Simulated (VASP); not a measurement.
# TaN in VASP: further runs

TaN is run at these levels: LDA; tasks: single point.

Program: VASP 6.6.1. These are calculated values, not measurements. Logs are shortened: lines on timing, memory, paths and dates and some standing lists are left out, and cuts for length are marked.

## 1. The cell of the first run

The structure is tetragonal, space group I4mm (No. 107). Conventional cell: a = 3.075 Å, b = 3.075 Å, c = 4.349 Å, α = 90.00°, β = 90.00°, γ = 90.00°. Within 2.5 Å of Ta (site symmetry 4mm) lie 6 N at 1.91 to 2.44 Å. Within 2.5 Å of N (site symmetry 4mm) lie 6 Ta at 1.91 to 2.44 Å.

## 2. Single point, LDA (atoms displaced along a vibrational mode)

File INCAR:

```
PREC = Accurate ; ENCUT = 520
EDIFF = 1E-7 ; ISMEAR = 0
SIGMA = 0.15 ; LREAL = F
LASPH = T ; NELM = 60
ALGO = Normal ; ISIF = 2
LWAVE = F ; LCHARG = F
NBANDS = 15
```

File KPOINTS:

```
regular mesh
0
Gamma
  18 18 18
```

File POSCAR:

```
TaN
1.0
    0.0000000000      2.1742693740      2.1742693740
    2.1742693740      0.0000000000      2.1742693740
    2.1742693740      2.1742693740      0.0000000000
Ta N
1 1
Direct
    0.4956387160      0.5043612840      0.5043612840
    0.0563407651     -0.0563407651     -0.0563407651
```

Potentials or basis: VASP PAW LDA potentials, release 64 (Ta_pv, N).

Started as:

```
$ cat potpaw_LDA.64/Ta_pv/POTCAR potpaw_LDA.64/N/POTCAR > POTCAR
$ mpirun -np 1 vasp_std > vasp.out
```

OUTCAR:

```text
PREC = Accurate
   ENCUT = 520
   EDIFF = 1E-7
   ISMEAR = 0
   LREAL = F
   LASPH = T
   NELM = 60
   ISIF = 2

 ion  position               nearest neighbor table
   1  0.496  0.504  0.504-   2 1.91   2 2.19   2 2.19   2 2.19   2 2.19   2 2.44
   2  0.056  0.944  0.944-   1 1.91   1 2.19   1 2.19   1 2.19   1 2.19   1 2.44

  LATTYP: Found a face centered cubic cell.
 ALAT       =     4.3485387480

  Lattice vectors:

 A1 = (   0.0000000000,   2.1742693740,   2.1742693740)
 A2 = (   2.1742693740,   0.0000000000,   2.1742693740)
 A3 = (   2.1742693740,   2.1742693740,   0.0000000000)

Analysis of symmetry for initial positions (statically):
=====================================================================
 Subroutine PRICEL returns:
 Original cell was already a primitive cell.

 Routine SETGRP: Setting up the symmetry group for a
 face centered cubic supercell.

 Subroutine GETGRP returns: Found  8 space group operations
 (whereof  8 operations were pure point group operations)
 out of a pool of 48 trial point group operations.

The static configuration has the point symmetry C_4v.

Analysis of symmetry for dynamics (positions and initial velocities):
=====================================================================
 Subroutine PRICEL returns:
 Original cell was already a primitive cell.

 Routine SETGRP: Setting up the symmetry group for a
 face centered cubic supercell.

 Subroutine GETGRP returns: Found  8 space group operations
 (whereof  8 operations were pure point group operations)
 out of a pool of 48 trial point group operations.

The dynamic configuration has the point symmetry C_4v.

 Subroutine INISYM returns: Found  8 space group operations
 (whereof  8 operations are pure point group operations),
 and found     1 'primitive' translations

----------------------------------------------------------------------------------------

                                     Primitive cell

  volume of cell :      20.5575

  direct lattice vectors                    reciprocal lattice vectors
     0.000000000  2.174269374  2.174269374    -0.229962306  0.229962306  0.229962306
     2.174269374  0.000000000  2.174269374     0.229962306 -0.229962306  0.229962306
     2.174269374  2.174269374  0.000000000     0.229962306  0.229962306 -0.229962306

  length of vectors
     3.074881237  3.074881237  3.074881237     0.398306399  0.398306399  0.398306399

  position of ions in fractional coordinates (direct lattice)
     0.495638716  0.504361284  0.504361284
     0.056340765  0.943659235  0.943659235

  ion indices of the primitive-cell ions
   primitive index   ion index
                 1           1
                 2           2

----------------------------------------------------------------------------------------

 KPOINTS: regular mesh

Automatic generation of k-mesh.
 Grid dimensions read from file:
 generate k-points for:   18   18   18

 Generating k-lattice:

  Cartesian coordinates                     Fractional coordinates (reciprocal lattice)
    -0.012775684  0.012775684  0.012775684     0.055555556  0.000000000  0.000000000
     0.012775684 -0.012775684  0.012775684     0.000000000  0.055555556  0.000000000
     0.012775684  0.012775684 -0.012775684     0.000000000  0.000000000  0.055555556

  Length of vectors
     0.022128133  0.022128133  0.022128133

  Shift w.r.t. Gamma in fractional coordinates (k-lattice)
     0.000000000  0.000000000  0.000000000

 Subroutine IBZKPT returns following result:
 ===========================================

 Found    480 irreducible k-points:

 Following reciprocal coordinates:
            Coordinates               Weight
  0.000000  0.000000  0.000000      1.000000
  0.055556  0.000000  0.000000      8.000000
  0.111111  0.000000  0.000000      8.000000
  0.166667  0.000000  0.000000      8.000000
  0.222222  0.000000  0.000000      8.000000
  0.277778  0.000000  0.000000      8.000000
[... 16 lines left out ...]
  0.388889  0.055556  0.000000     16.000000
  0.000000  0.388889  0.055556      8.000000
 [... further k-points ...]
   k-points           NKPTS =    480   k-points in BZ     NKDIM =    480   number of bands    NBANDS=     15
   number of dos      NEDOS =    301   number of ions     NIONS =      2
   total plane-waves  NPLWV =  13824
   dimension x,y,z NGX =    24 NGY =   24 NGZ =   24
   dimension x,y,z NGXF=    48 NGYF=   48 NGZF=   48
   ions per type =               1   1
   NGX,Y,Z   is equivalent  to a cutoff of  12.98, 12.98, 12.98 a.u.
   NGXF,Y,Z  is equivalent  to a cutoff of  25.95, 25.95, 25.95 a.u.
 SYSTEM =  unknown system
   PREC   = accura    normal or accurate (medium, high low for compatibility)
   ISTART =      0    job   : 0-new  1-cont  2-samecut
   ICHARG =      2    charge: 1-file 2-atom 10-const
   ISPIN  =      1    spin polarized calculation?
   LNONCOLLINEAR =      F non collinear calculations
   LSORBIT =      F    spin-orbit coupling
   LASPH  =      T    aspherical Exc in radial PAW
   ENCUT  =  520.0 eV  38.22 Ry    6.18 a.u.   5.72  5.72  5.72*2*pi/ulx,y,z
   NELM   =     60;   NELMIN=  2; NELMDL= -5     # of ELM steps
   EDIFF  = 0.1E-06   stopping-criterion for ELM
   LREAL  =      F    real-space projection
   EDIFFG = 0.1E-05   stopping-criterion for IOM
   NSW    =      0    number of steps for IOM
   IBRION =     -1    ionic relax: 0-MD 1-quasi-New 2-CG
   NFREE  =      0    steps in history (QN), initial steepest desc. (CG)
   ISIF   =      2    stress and relaxation
   ISYM   =      2    0-nonsym 1-usesym 2-fastsym
   POTIM  = 0.5000    time-step for ionic-motion
   TEBEG  =    0.0;   TEEND  =   0.0 temperature during run
   PSTRESS=    0.0 pullay stress
   NELECT =      16.0000    total number of electrons
   NUPDOWN=      -1.0000    fix difference up-down
   EMIN   =  10.00;   EMAX   =-10.00  energy-range for DOS
   EFERMI =   0.00;   METHOD = LEGACY
   ISMEAR =     0;   SIGMA  =   0.15  broadening in eV -4-tet -1-fermi 0-gaus
   EFERMI_NEDOS =   21; number of points for ismear=-14 and -15
   IALGO  =     38    algorithm
   IMIX   =      4    mixing-type and parameters
     AMIX     =   0.40;   BMIX     =  1.00
     AMIX_MAG =   1.60;   BMIX_MAG =  1.00
  volume/ion in A,a.u.               =      10.28        69.36
  Fermi-wavevector in a.u.,A,eV,Ry     =   1.505884  2.845708 30.853744  2.267686
  Thomas-Fermi vector in A             =   2.616674
   LORBIT       =      0    0 simple, 1 ext, 2 COOP (PROOUT), +10 PAW based schemes
   GGA     = CA    functional components
   LHFCALC =     F    Hartree Fock is set to
   AEXX    =    0.0000 exact exchange contribution
   IVDW    =     0    specifies the selected vdW correction
   LEPSILON=     F    determine dielectric tensor
   LRPA    =     F    only Hartree local field effects (RPA)
 non-spin polarized calculation
 Gauss-broadening in eV      SIGMA  =   0.15
  energy-cutoff  :      520.00
  volume of cell :       20.56
 maximum number of plane-waves:       568
   NGX = 11   NGY = 11   NGZ = 11

 number of electron      16.0000000 magnetization

 Free energy of the ion-electron system (eV)
  ---------------------------------------------------
  ext. energy  EPLUGINS =         0.00000000
  ---------------------------------------------------
  free energy    TOTEN  =       -23.76361076 eV

  energy without entropy =      -23.75349822  energy(sigma->0) =      -23.75855449

 E-fermi :   9.6639     XC(G=0): -13.8154

 val. band max:        9.6629064439   @ k =   0.2778   0.1111  -0.2778
 cond. band min:       9.6678179764   @ k =   0.1111  -0.2778   0.3889
 fundamental gap:      0.0049115325
 Fermi energy:         9.6638619028

 k-point     1 :       0.0000    0.0000    0.0000
  band No.  band energies     occupation
      1     -25.7180      2.00000
      2     -25.5839      2.00000
      3     -25.5839      2.00000
      4      -9.0927      2.00000
      5       4.6151      2.00000
      6       4.6151      2.00000
      7       4.7083      2.00000
      8       7.6596      2.00000
      9       9.0715      2.00000
     10       9.0715      2.00000
     11       9.8873      0.03517
     12      11.4388      0.00000
     13      11.8314      0.00000
     14      19.0730      0.00000
     15      21.4137      0.00000

 k-point     2 :       0.0556    0.0000    0.0000
  band No.  band energies     occupation
      1     -25.7340      2.00000
      2     -25.6044      2.00000
      3     -25.5871      2.00000
      4      -9.0111      2.00000
      5       4.1523      2.00000
      6       4.5200      2.00000
      7       4.9067      2.00000
      8       7.6675      2.00000
      9       8.7921      2.00000
     10       8.9548      2.00000
     11      10.4302      0.00000
     12      11.6851      0.00000
     13      12.1254      0.00000
     14      19.3197      0.00000
     15      21.4137      0.00000

 k-point     3 :       0.1111    0.0000    0.0000
  band No.  band energies     occupation
      1     -25.7978      2.00000
      2     -25.6444      2.00000
      3     -25.5961      2.00000
      4      -8.7744      2.00000
      5       3.4811      2.00000
      6       4.2430      2.00000
      7       4.7994      2.00000
      8       7.7259      2.00000
      9       8.5987      2.00000
     10       8.8549      2.00000
     11      11.3969      0.00000
     12      12.2894      0.00000
     13      12.8486      0.00000
     14      20.0178      0.00000
     15      21.4134      0.00000
[... 343 lines left out ...]
 k-point    23 :       0.3889    0.0556    0.0000
  band No.  band energies     occupation
      1     -26.4919      2.00000
      2     -25.7643      2.00000
      3     -25.6804      2.00000
      4      -6.5791      2.00000
      5       0.0644      2.00000
      6       2.2412      2.00000
      7       2.7057      2.00000
      8       9.4033      1.98596
      9      10.9608      0.00000
     10      11.3226      0.00000
     11      14.7742      0.00000
     12      16.0883      0.00000
     13      17.1831      0.00000
     14      21.3537      0.00000
     15      21.7180      0.00000

 k-point    24 :       0.0000    0.3889    0.0556
  band No.  band energies     occupation
      1     -26.5048      2.00000
      2     -25.7456      2.00000
      3     -25.6893      2.00000
      4      -6.5565      2.00000
      5       0.0568      2.00000
      6       2.4155      2.00000
      7       2.4687      2.00000
      8       9.6572      1.04988
      9      11.0134      0.00000
     10      11.3082      0.00000
     11      14.4422      0.00000
     12      15.4682      0.00000
     13      17.9215      0.00000
     14      21.3796      0.00000
     15      21.9350      0.00000

 [... further k-points ...]

------------------------ aborting loop because EDIFF is reached ----------------------------------------

  FORCE on cell =-STRESS in cart. coord.  units (eV):
  Direction    XX          YY          ZZ          XY          YZ          ZX
  --------------------------------------------------------------------------------------
  -------------------------------------------------------------------------------------
  Total        5.4086782      0.3265839      0.3265839     -0.0000000      0.0000000      0.0000000
  in kB      421.5331045     25.4527833     25.4527833     -0.0000000      0.0000000      0.0000000
  external PRESSURE =     157.4795570 kB  Pullay stress =       0.0000000 kB

 VOLUME and BASIS-vectors are now :
 -----------------------------------------------------------------------------
  energy-cutoff  :      520.00
  volume of cell :       20.56
      direct lattice vectors                 reciprocal lattice vectors
     0.000000000  2.174269374  2.174269374    -0.229962306  0.229962306  0.229962306
     2.174269374  0.000000000  2.174269374     0.229962306 -0.229962306  0.229962306
     2.174269374  2.174269374  0.000000000     0.229962306  0.229962306 -0.229962306

 POSITION                                       TOTAL-FORCE (eV/Angst)
 -----------------------------------------------------------------------------------
      2.19323      2.17427      2.17427        -3.499231      0.000000      0.000000
      4.10354      2.17427      2.17427         3.499231      0.000000      0.000000
 -----------------------------------------------------------------------------------
    total drift:                               -0.000212     -0.000000     -0.000000

  FREE ENERGIE OF THE ION-ELECTRON SYSTEM (eV)
  ---------------------------------------------------
  free  energy   TOTEN  =       -23.7636107622 eV

  energy  without entropy=      -23.7534982182  energy(sigma->0) =      -23.75855449
```

Run time: 3 min. Hardware: 1 thread of Intel Xeon 8259CL, shared host; peak memory 0.26 GiB.

Results:

* Free energy: -23.7636 eV
* Pressure: 15.7 GPa
* Largest force: 3.499 eV/Å
* Band gap on the k mesh: zero (bands 8 and 9 overlap by 3.10 eV)

Forces on the atoms (eV/Å):
```
Ta  -3.499  0.000  0.000
N    3.499  0.000  0.000
```

Caveat: the cell differs from its parent crystal (atoms displaced along a vibrational mode); the stress differs along the axes, from 3 to 42 GPa; spin-orbit coupling is left out, which moves the levels of the heavy elements; forces of over 1 eV/Å act on the atoms, so gaps and moduli don't describe the material at rest.

## 3. Single point, LDA (atoms displaced along a vibrational mode)

File INCAR:

```
SYSTEM = TaN
PREC = Accurate
ENCUT = 520
EDIFF = 1E-6
ISMEAR = 0
SIGMA = 0.15
LREAL = .FALSE.
LASPH = .TRUE.
NELM = 60
ALGO = Normal
ISIF = 2
LWAVE = .FALSE.
LCHARG = .TRUE.
LELF = .TRUE.
LVHAR = .TRUE.
NBANDS = 15
```

File KPOINTS:

```
regular mesh
0
G
  18 18 18
  0 0 0
```

File POSCAR:

```
TaN
1.0
    0.0000000000      2.1742693740      2.1742693740
    2.1742693740      0.0000000000      2.1742693740
    2.1742693740      2.1742693740      0.0000000000
Ta N
1 1
Direct
    0.4978193580      0.5021806420      0.5021806420
    0.0281703825     -0.0281703825     -0.0281703825
```

Potentials or basis: VASP PAW LDA potentials, release 64 (Ta_pv, N).

Started as:

```
$ cat potpaw_LDA.64/Ta_pv/POTCAR potpaw_LDA.64/N/POTCAR > POTCAR
$ mpirun -np 1 vasp_std > vasp.out
```

Run time: 2.7 min. Hardware: 1 thread of Intel Xeon 8259CL, shared host; peak memory 0.26 GiB.

It converged, with:

```yaml
Free_energy: -24.0718 eV
Pressure: 5.3 GPa
Largest_force: 1.329 eV/Å
Band_gap_on_the_k_mesh: zero (bands 8 and 9 overlap by 3.75 eV)
```

Forces in eV/Å, atoms in the order of the input:
```
Ta  -1.329  0.000  0.000
N    1.329  0.000  0.000
```

Stress tensor (GPa, compression positive):
```
11.74  0.00  0.00
 0.00  2.05  0.00
 0.00  0.00  2.05
```

Levels at points of the mesh, in eV from the Fermi level:
```csv
k point,band 6,band 7,band 8,band 9,band 10,band 11
"(0.00, 0.00, 0.00)",-4.30,-4.23,-2.17,-1.67,-1.67,0.07
"(0.50, 0.00, 0.00)",-7.77,-7.73,1.92,2.06,2.10,4.00
"(0.50, 0.50, 0.00)",-6.33,-4.69,-3.88,2.36,3.76,3.78
"(0.00, 0.50, 0.50)",-5.66,-4.62,-4.62,2.24,3.76,3.76
```

Caveat: the cell differs from its parent crystal (atoms displaced along a vibrational mode); the stress differs along the axes, from 2 to 12 GPa; spin-orbit coupling is left out, which moves the levels of the heavy elements; forces of over 1 eV/Å act on the atoms, so gaps and moduli don't describe the material at rest.

## 4. Single point, LDA (atoms displaced along a vibrational mode)

File INCAR:

```
  PREC = Accurate
  ENCUT = 520
  EDIFF = 1E-6
  ISMEAR = 0
  SIGMA = 0.15
  LREAL = F
  LASPH = T
  NELM = 80
  ALGO = Normal
  ISIF = 2
  LWAVE = F
  LCHARG = F
  GGA = CA
  NBANDS = 15
```

File KPOINTS:

```
regular mesh
0
Gamma
  18 18 18
```

File POSCAR:

```
TaN
1.0
    0.0000000000      2.1742693740      2.1742693740
    2.1742693740      0.0000000000      2.1742693740
    2.1742693740      2.1742693740      0.0000000000
Ta N
1 1
Direct
    0.4967281469      0.5032718531      0.5032718531
    0.0422670719     -0.0422670719     -0.0422670719
```

Started as:

```
$ cat potpaw_LDA.64/Ta_pv/POTCAR potpaw_LDA.64/N/POTCAR > POTCAR
$ mpirun -np 1 vasp_std > vasp.out
```

It took 2.6 min on 1 thread of Intel Xeon 8259CL, shared host; peak memory 0.26 GiB.

Results (log left out):

```
Free energy            : -23.9535 eV
Pressure               : 9.5 GPa
Largest force          : 2.309 eV/Å
Band gap on the k mesh : zero (bands 8 and 9 overlap by 3.39 eV)
```

Forces in eV/Å, atoms in the order of the input:
```
Ta  -2.309  0.000  0.000
N    2.309  0.000  0.000
```

Stress tensor (GPa, compression positive):
```
24.55  0.00  0.00
 0.00  2.02  0.00
 0.00  0.00  2.02
```

Levels at points of the mesh, in eV from the Fermi level:
```csv
k point,band 5,band 6,band 7,band 8,band 9,band 10,band 11,band 12
"(0.00, 0.00, 0.00)",-4.64,-4.64,-4.56,-2.08,-1.14,-1.14,0.15,1.25
"(0.50, 0.00, 0.00)",-10.46,-7.70,-7.63,1.84,2.11,2.17,3.98,7.24
"(0.50, 0.50, 0.00)",-6.75,-6.55,-4.73,-3.27,2.60,3.82,3.85,4.79
"(0.00, 0.50, 0.50)",-6.39,-5.60,-4.59,-4.59,2.35,3.81,3.81,4.25
```

Caveat: the cell differs from its parent crystal (atoms displaced along a vibrational mode); the stress differs along the axes, from 2 to 25 GPa; spin-orbit coupling is left out, which moves the levels of the heavy elements; forces of over 1 eV/Å act on the atoms, so gaps and moduli don't describe the material at rest.

## 5. Single point, LDA (atoms displaced along a vibrational mode, the cell strained)

File INCAR:

```
SYSTEM = TaN
ALGO = Normal
EDIFF = 1E-6
ENCUT = 520
GGA = CA
ISIF = 2
ISMEAR = 0
LASPH = .TRUE.
LCHARG = .FALSE.
LREAL = .FALSE.
LWAVE = .FALSE.
NBANDS = 15
NELM = 100
PREC = Accurate
SIGMA = 0.15
```

File KPOINTS:

```
k-points
0
G
  18 18 18
  0 0 0
```

File POSCAR:

```
TaN
1.0
    0.0000000000      2.0872985990      2.1742693740
    2.0872985990      0.0000000000      2.1742693740
    2.0872985990      2.0872985990      0.0000000000
Ta N
1 1
Direct
    0.4978193580      0.5021806420      0.5021806420
    0.0281703825     -0.0281703825     -0.0281703825
```

Started as:

```
$ cat potpaw_LDA.64/Ta_pv/POTCAR potpaw_LDA.64/N/POTCAR > POTCAR
$ mpirun -np 1 vasp_std > vasp.out
```

Wall time 4.7 min (1 thread of Intel Xeon 8259CL, shared host); peak memory 0.35 GiB.

The run converged. Its results:

```
Free energy            : -23.7532 eV
Pressure               : 45.8 GPa
Largest force          : 2.302 eV/Å
Band gap on the k mesh : zero (bands 8 and 9 overlap by 4.25 eV)
```

Forces in eV/Å, atoms in the order of the input:
```
Ta  -2.302  0.000  0.000
N    2.302  0.000  0.000
```

Stress tensor (GPa, compression positive):
```
67.61  0.00  0.00
 0.00 53.88  0.00
 0.00  0.00 15.84
```

Levels at points of the mesh, in eV from the Fermi level:
```tsv
k point	band 6	band 7	band 8	band 9	band 10	band 11
(0.00, 0.00, 0.00)	-4.65	-4.36	-2.20	-2.04	-1.75	-0.38
(0.50, 0.00, 0.00)	-8.43	-8.35	2.09	2.34	2.61	4.32
(0.50, 0.50, 0.00)	-6.85	-4.69	-3.91	2.69	4.26	4.29
(0.50, 0.00, 0.50)	-6.48	-4.74	-4.27	2.56	3.95	4.62
(0.00, 0.50, 0.50)	-6.28	-4.98	-4.70	2.45	3.92	4.61
```

Caveat: the cell differs from its parent crystal (atoms displaced along a vibrational mode, the cell strained); the stress differs along the axes, from 16 to 68 GPa; spin-orbit coupling is left out, which moves the levels of the heavy elements; forces of over 1 eV/Å act on the atoms, so gaps and moduli don't describe the material at rest.

## 6. Overview

```tsv
cell	gap on the mesh (eV)	pressure (GPa)	largest force (eV/Å)
a = 3.075 Å, angles 60.0°, 2 atoms, atomic positions A	none	15.7	3.50
a = 3.075 Å, angles 60.0°, 2 atoms, atomic positions B	none	5.3	1.33
a = 3.075 Å, angles 60.0°, 2 atoms, atomic positions C	none	9.5	2.31
a = 3.014, b = 3.014, c = 2.952 Å, angles 60.7, 60.7, 58.6°, 2 atoms, atomic positions B	none	45.8	2.30
```

Alike in all rows: task single point; level LDA; potentials or basis VASP PAW LDA potentials, release 64 (Ta_pv, N); no spin polarisation; k mesh 18 × 18 × 18; cutoff (eV) 520; smearing gaussian 0.15 eV.

Caveats: spin-orbit coupling is left out, which moves the levels of the heavy elements; forces of over 1 eV/Å act on the atoms, so gaps and moduli don't describe the material at rest; the stress differs along the axes, from 3 to 42 GPa (at least some runs); the stress differs along the axes, from 2 to 12 GPa (at least some runs); the stress differs along the axes, from 2 to 25 GPa (at least some runs); the stress differs along the axes, from 16 to 68 GPa (at least some runs).

Absolute energies hang on the potentials; compare differences alone.
